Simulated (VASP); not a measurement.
A run of VASP 6.6.1 is set up as follows.

INCAR

```
  PREC = Accurate
  ENCUT = 520
  EDIFF = 1E-6
  ISMEAR = -1
  SIGMA = 0.1
  LREAL = F
  LASPH = T
  NELM = 100
  ALGO = Normal
  ISIF = 2
  LWAVE = F
  LCHARG = F
  GGA = CA
  NBANDS = 13
```

KPOINTS

```
regular mesh
0
Gamma
  12 12 12
```

POSCAR

```
Sn
1.0
   -1.7110535111      1.7596219538      2.3173691931
    1.7110535111     -1.7596219538      2.3173691931
    1.7110535111      1.7596219538     -2.3173691931
Sn
1
Direct
    0.0000000000      0.0000000000      0.0000000000
```

Potentials or basis: VASP PAW LDA potentials, release 64 (Sn_d).

Command:

```bash
$ cat potpaw_LDA.64/Sn_d/POTCAR > POTCAR
$ mpirun -np 1 vasp_std > vasp.out
```

Estimate the band gap on the k mesh.

zero (band 7 reaches 14.68 eV, above the bottom of band 8 at 5.59 eV).

What does it give for the pressure?

-3.8 GPa.

Stress tensor (GPa, compression positive):
```
-3.42  0.00  0.00
 0.00 -4.04  0.00
 0.00  0.00 -4.01
```

Caveat: spin-orbit coupling is left out, which moves the levels of the heavy elements.
